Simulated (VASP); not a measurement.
Here is a VASP 6.6.1 calculation.

POSCAR

```
Sr
1.0
    9.0000000000      0.0000000000      0.0000000000
    0.0000000000      9.3000000000      0.0000000000
    0.0000000000      0.0000000000      8.9846808746
Sr
2
Direct
    0.5000000000      0.5000000000     -0.0172914378
    0.5000000000      0.5000000000      0.4822914378
```

The input INCAR.step1:

```
SYSTEM = Sr
PREC = Accurate
ENCUT = 520
ISMEAR = 0
SIGMA = 0.05
LREAL = .False.
LASPH = .True.
NELM = 150
ISPIN = 2
MAGMOM = 0.5 0.5
NBANDS = 21
GGA = PE
ALGO = Normal
EDIFF = 1E-4
LWAVE = .True.
LCHARG = .False.
```

Contents of INCAR.step2:

```
SYSTEM = Sr
PREC = Accurate
ENCUT = 520
EDIFF = 1E-7
ISMEAR = 0
SIGMA = 0.05
LREAL = .False.
LASPH = .True.
NELM = 150
ALGO = Normal
ISIF = 2
LWAVE = .False.
LCHARG = .True.
ISPIN = 2
MAGMOM = 0.5 0.5
LORBIT = 11
METAGGA = R2SCAN
LMIXTAU = .True.
LELF = .True.
LVHAR = .True.
NBANDS = 21
ISTART = 1
```

Contents of KPOINTS:

```
regular mesh
0
Gamma
  1 1 9
  0 0 0
```

Potentials or basis: VASP PAW PBE potentials, release 64 (Sr_sv).

Run with:

```sh
$ cat potpaw_PBE.64/Sr_sv/POTCAR > POTCAR
$ cp INCAR.step1 INCAR
$ mpirun -np 1 vasp_std > vasp.out
$ cp INCAR.step2 INCAR
$ mpirun -np 1 vasp_std > vasp.out
```

**Question.** Estimate the largest force.

**Answer.** 0.004 eV/Å.

**Question.** Estimate the net moment.

**Answer.** 0.00 μB per cell.

**Question.** Estimate the band gap on the k mesh.

**Answer.** 0.16 eV.

Forces in eV/Å, atoms in the order of the input:
```
Sr   0.000  0.000 -0.004
Sr   0.000  0.000  0.004
```

Caveat: the PAW data sets were made with another functional, which shifts forces and pressure a little.
